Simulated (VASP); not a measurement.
The system is BeS.

```
Be S
1.0
     0.00000    2.36364    2.36364
     2.36364    0.00000    2.36364
     2.36364    2.36364    0.00000
Be S
1 1
Direct
  0.00000 0.00000 0.00000
  0.50000 0.50000 0.50000
```

This cell differs from its parent crystal: strain +2.0%.

Base run:

* Program: VASP 6.6.1
* Functional: PBE
* Potentials or basis: VASP PAW PBE potentials, release 64 (Be, S)
* Cutoff: 520 eV
* k mesh: 6 × 6 × 6
* Occupations: gaussian, width 0.01 eV
* Spin: no spin polarisation

Its results: band gap on the k mesh 0.94 eV, indirect (least direct gap 3.87 eV); pressure -5.9 GPa.

Question: The run is repeated on the same cell with these changes: functional from PBE to r2SCAN; k mesh from 6 × 6 × 6 to 10 × 10 × 10. What comes out?

Answer: Band gap on the k mesh 1.35 eV, indirect (least direct gap 4.32 eV); pressure -6.0 GPa.

Several settings changed at once, so the effect can't be laid on one alone.

Caveats: the PAW data sets were made with another functional, which shifts forces and pressure a little (some runs).

A k mesh can miss the band edges.
